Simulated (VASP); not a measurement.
Input of a VASP 6.6.1 run:

INCAR

```
PREC     = Accurate       # precision mode
ENCUT    = 520            # plane-wave cutoff, eV
EDIFF    = 1E-6           # SCF threshold, eV
ISMEAR   = 0              # smearing method
SIGMA    = 0.1            # smearing width, eV
LREAL    = False          # projectors in reciprocal space
LASPH    = True           # aspherical terms in the spheres
NELM     = 60             # most SCF steps
ALGO     = Normal         # electronic algorithm
ISIF     = 2              # what is computed and relaxed
LWAVE    = False          # write WAVECAR
LCHARG   = True           # write CHGCAR
GGA      = PE             # functional
LELF     = True           # ELF
LVHAR    = True         
NBANDS   = 8              # bands
```

Contents of KPOINTS:

```
Automatic mesh
0
Gamma
  8 8 8
```

File POSCAR:

```
P
1.0
    2.4431317604      0.0000000000      0.0000000000
    0.0000000000      2.4431317604      0.0000000000
    0.0000000000      0.0000000000      2.4431317604
P
1
Direct
    0.5000000000      0.5000000000      0.5000000000
```

Potentials or basis: VASP PAW PBE potentials, release 64 (P).

Launch:

```bash
$ cat potpaw_PBE.64/P/POTCAR > POTCAR
$ mpirun -np 1 vasp_std > vasp.out
```

Problem. What does it give for the band gap on the k mesh?

Solution. Zero (an odd number of electrons rules out a gap without spin polarisation).

Problem. Predict the pressure.

Solution. -0.1 GPa.
